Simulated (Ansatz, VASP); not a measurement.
# One calculation of As, two programs

```
CELL_PARAMETERS angstrom
4.56640 0.00000 0.00000
-2.28320 3.95462 0.00000
0.00000 0.00000 2.72039
ATOMIC_POSITIONS crystal
As 0.33333 0.66667 0.00000
As 0.66667 0.33333 0.00000
```

Alike in both runs: functional PBE; k mesh 6 × 6 × 8; occupations fermi-dirac, width 0.05 eV; no spin polarisation.

|  | VASP | Ansatz |
| --- | --- | --- |
| version | VASP 6.6.1 | Ansatz 0.2.0 |
| potentials or method | VASP PAW PBE potentials, release 64 (As) | Ansatz PAW |
| plane-wave cutoff (eV) | 520 | 420 |
| valence electrons in the cell | 10 | 30 |
| task | single point | band structure |

|  | VASP | Ansatz | Ansatz less VASP |
| --- | --- | --- | --- |
| gap on the k mesh at the Fermi level (eV) | none | none | - |
| pressure (GPa) | 2.0 | 1.9 | -0.15 |
| traceless stress, the component that is largest in VASP (GPa) | 2.72 | 2.74 | +0.021 |

A gap of «none» marks a metal or a gap that the smearing closes. The functional is the same, so the differences come from potentials, cutoffs and numerics. VASP's potentials hold 10 valence electrons a cell and Ansatz's 30, so a difference there can come from the potentials and not from the codes.
